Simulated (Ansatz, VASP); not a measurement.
Two plane-wave programs on SiGe5

File INCAR:

```
PREC = Accurate
ENCUT = 520
EDIFF = 1E-6
ISMEAR = 0
SIGMA = 0.2
LREAL = F
LASPH = T
NELM = 60
ALGO = Normal
ISIF = 2
LWAVE = F
LCHARG = T
GGA = PE
LELF = T
LVHAR = T
NBANDS = 86
```

Contents of KPOINTS:

```
Automatic mesh
0
Gamma
  6 6 1
```

POSCAR

```
SiGe5
1.0
    4.0350769787      0.0000000000      0.0000000000
   -2.0175384893      3.4944791697      0.0000000000
    0.0000000000      0.0000000000     19.7747511311
Si Ge
2 10
Direct
    0.3333333333      0.6666666667      0.0183387722
    0.6666666667      0.3333333333      0.9816612278
    0.6666666667      0.3333333333      0.8586467913
    0.3333333333      0.6666666667      0.1413532087
    0.0000000000      0.0000000000      0.8158280054
    0.0000000000      1.0000000000      0.6900183735
    0.0000000000      0.0000000000      0.1841719946
    0.0000000000      0.0000000000      0.3099816265
    0.3333333333      0.6666666667      0.5213760833
    0.6666666667      0.3333333333      0.4786239167
    0.6666666667      0.3333333333      0.3526927035
    0.3333333333      0.6666666667      0.6473072965
```

Input for Ansatz:

```yaml
crystal:
  lattice:
    - [4.0350769787, 0.0, 0.0]
    - [-2.0175384893, 3.4944791697, 0.0]
    - [0.0, 0.0, 19.7747511311]
  atoms:
    - { symbol: Si, position: [0.3333333333, 0.6666666667, 0.0183387722] }
    - { symbol: Si, position: [0.6666666667, 0.3333333333, 0.9816612278] }
    - { symbol: Ge, position: [0.6666666667, 0.3333333333, 0.8586467913] }
    - { symbol: Ge, position: [0.3333333333, 0.6666666667, 0.1413532087] }
    - { symbol: Ge, position: [0.0, 0.0, 0.8158280054] }
    - { symbol: Ge, position: [0.0, 1.0, 0.6900183735] }
    - { symbol: Ge, position: [0.0, 0.0, 0.1841719946] }
    - { symbol: Ge, position: [0.0, 0.0, 0.3099816265] }
    - { symbol: Ge, position: [0.3333333333, 0.6666666667, 0.5213760833] }
    - { symbol: Ge, position: [0.6666666667, 0.3333333333, 0.4786239167] }
    - { symbol: Ge, position: [0.6666666667, 0.3333333333, 0.3526927035] }
    - { symbol: Ge, position: [0.3333333333, 0.6666666667, 0.6473072965] }
basis:
  ecutwfc: 420
kpoints:
  mp_grid: { grid: [6, 6, 1] }
hamiltonian:
  xc: pbe
scf:
  occupations: { method: gaussian, width: 0.2 }
  lower_state_search: "off"
output:
  forces: true
  stress: true
  eigenvalues: true
```

Alike in both runs: task single point; functional PBE; k mesh 6 × 6 × 1; occupations gaussian, width 0.2 eV; no spin polarisation.

|  | VASP | Ansatz |
| --- | --- | --- |
| version | VASP 6.6.1 | Ansatz 0.2.0 |
| potentials or method | VASP PAW PBE potentials, release 64 (Si, Ge_d), cutoff 520 eV | scalar-relativistic, plane waves, PAW |
| valence electrons in the cell | 148 | 148 |

|  | VASP | Ansatz | Ansatz less VASP |
| --- | --- | --- | --- |
| gap on the k mesh at the Fermi level (eV) | none | none | - |
| pressure (GPa) | 0.0 | 0.1 | +0.06 |
| traceless stress, the component that is largest in VASP (GPa) | -0.23 | -0.23 | -0.004 |
| rms of the force components (eV/Å) | 0.006 | 0.006 | +0.0006 |

Atom by atom the forces differ by 0.001 eV/Å (rms over components). A gap of «none» marks a metal or a gap that the smearing closes. With one functional, cell and mesh, what is left measures potentials, basis and numerics.
